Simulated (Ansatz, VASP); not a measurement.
# One calculation of Rb, two programs

Contents of INCAR:

```
SYSTEM = Rb
PREC = Accurate
ENCUT = 520
EDIFF = 1E-6
ISMEAR = -1
SIGMA = 0.05
LREAL = .FALSE.
LASPH = .TRUE.
NELM = 60
ALGO = Normal
ISIF = 2
LWAVE = .FALSE.
LCHARG = .FALSE.
NBANDS = 10
```

Contents of KPOINTS:

```
regular mesh
0
G
  7 7 7
  0 0 0
```

Contents of POSCAR:

```
Rb
1.0
   -2.7836907084      2.7836907084      2.7836907084
    2.7836907084     -2.7836907084      2.7836907084
    2.7836907084      2.7836907084     -2.7836907084
Rb
1
Direct
    0.0000000000      0.0000000000      0.0000000000
```

Contents of input.yaml:

```yaml
crystal:
  lattice:
    - [-2.7836907084, 2.7836907084, 2.7836907084]
    - [2.7836907084, -2.7836907084, 2.7836907084]
    - [2.7836907084, 2.7836907084, -2.7836907084]
  atoms:
    - { symbol: Rb, position: [0.0, 0.0, 0.0] }
hamiltonian:
  xc: lda
  pseudopotentials: { kind: paw }
kpoints:
  mp_grid: { grid: [7, 7, 7] }
scf:
  occupations: { method: fermi_dirac, width: 0.05 }
output:
  forces: true
  stress: true
  eigenvalues: true
```

Alike in both runs: task single point; functional LDA; k mesh 7 × 7 × 7; occupations fermi-dirac, width 0.05 eV; no spin polarisation.

|  | VASP | Ansatz |
| --- | --- | --- |
| version | VASP 6.6.1 | Ansatz 0.2.0 |
| potentials or method | VASP PAW LDA potentials, release 64 (Rb_sv) | Ansatz PAW |
| plane-wave cutoff (eV) | 520 | 420 |
| valence electrons in the cell | 9 | 9 |

```csv
,VASP,Ansatz,Ansatz less VASP
gap on the k mesh at the Fermi level (eV),none,none,-
pressure (GPa),-0.3,-0.3,0.00
```

LDA's correlation is that of Perdew and Zunger in VASP and of Perdew and Wang (1992) in Ansatz. A gap of «none» marks a metal or a gap that the smearing closes.
